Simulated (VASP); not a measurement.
SiGe3: relaxation of cell and atoms with PBE

Crystal: SiGe3.

```
CELL_PARAMETERS angstrom
4.00479 2.31217 3.27034
-4.00479 2.31217 3.27034
0.00000 -4.62433 3.27034
ATOMIC_POSITIONS crystal
Si 0.87856 0.87856 0.87856
Si 0.12144 0.12144 0.12144
Ge 0.87874 0.37128 0.37128
Ge 0.62872 0.62872 0.12126
Ge 0.62872 0.12126 0.62872
Ge 0.37128 0.37128 0.87874
Ge 0.12126 0.62872 0.62872
Ge 0.37128 0.87874 0.37128
```

```json
{
 "Program": "VASP 6.6.1",
 "Task": "relaxation of cell and atoms",
 "Functional": "PBE",
 "Potentials or basis": "VASP PAW PBE potentials, release 64 (Si, Ge_d)",
 "Cutoff": "500 eV",
 "k mesh": "6 × 6 × 6",
 "Occupations": "gaussian, width 0.02 eV",
 "Spin": "no spin polarisation",
 "Dipole correction": "no",
 "Further INCAR settings": "ALGO = Normal; EDIFF = 1e-07; IBRION = 2; EDIFFG = -0.01; NSW = 100; ISIF = 3"
}
```

- Relaxed volume: 22.84 Å³/atom
- Relaxed cell: a = 5.674 Å, b = 5.674 Å, c = 5.674 Å, α = 90.02°, β = 90.02°, γ = 90.02°
- Space group after relaxing (to 0.1 Å): R-3m (No. 166)
- Energy gained by relaxing: 0.3 meV/atom
- Ionic steps: 4
- Pressure after relaxing: 0.0 GPa
- Largest force after relaxing: 0.005 eV/Å
- Band gap on the k mesh: 0.16 eV (least direct gap 0.43 eV)

Forces in eV/Å, atoms in the order of the input:
```
Si   0.000  0.000 -0.004
Si   0.000  0.000  0.004
Ge  -0.004 -0.002  0.001
Ge   0.000 -0.005 -0.001
Ge  -0.004  0.002 -0.001
Ge   0.000  0.005  0.001
Ge   0.004  0.002 -0.001
Ge   0.004 -0.002  0.001
```

Step by step:
| step | energy change (eV) | largest force (eV/Å) | pressure (GPa) | volume (Å³) |
| --- | --- | --- | --- | --- |
| 1 | 0.0000 | 0.0715 | 0.37 | 181.69 |
| 2 | -0.0021 | 0.0222 | -0.17 | 183.09 |
| 3 | -0.0022 | 0.0286 | -0.09 | 182.88 |
| 4 | -0.0025 | 0.0047 | -0.03 | 182.69 |

Final structure:
```
Si Ge
1.0
     4.01302    2.31692    3.27478
    -4.01302    2.31692    3.27478
     0.00000   -4.63384    3.27478
Si Ge
2 6
Cartesian
  0.0000 0.0000 8.6270
  0.0000 0.0000 1.1974
  2.0326 1.1735 5.3106
  0.0000 2.3471 4.5138
  2.0326 -1.1735 4.5138
  0.0000 -2.3471 5.3106
  -2.0326 -1.1735 4.5138
  -2.0326 1.1735 5.3106
```

Levels at points of the mesh, in eV from the valence-band top:
| k point | band 42 | band 43 | band 44 | band 45 | band 46 | band 47 | band 48 | band 49 | band 50 | band 51 |
| --- | --- | --- | --- | --- | --- | --- | --- | --- | --- | --- |
| (0.00, 0.00, 0.00) | -2.87 | -2.82 | -0.03 | -0.03 | 0.00 | 0.43 | 0.61 | 0.61 | 0.66 | 0.66 |
| (0.50, 0.00, 0.00) | -3.68 | -2.07 | -1.95 | -1.89 | -1.76 | 0.93 | 1.19 | 2.70 | 2.84 | 4.18 |
| (0.50, 0.50, 0.00) | -3.58 | -1.57 | -1.46 | -1.41 | -1.20 | 1.72 | 2.04 | 2.19 | 2.21 | 4.46 |
| (0.50, 0.50, 0.50) | -1.32 | -1.32 | -1.19 | -1.10 | -1.10 | 0.16 | 0.16 | 0.38 | 0.84 | 3.29 |

Run time: 14 min on 1 thread of Oxide Virtual Turin-like Processor, with other jobs on the host, peak memory 0.37 GiB.

Caveat: semilocal functionals underestimate gaps, and a narrow one can read as zero. A k mesh can miss the band edges.
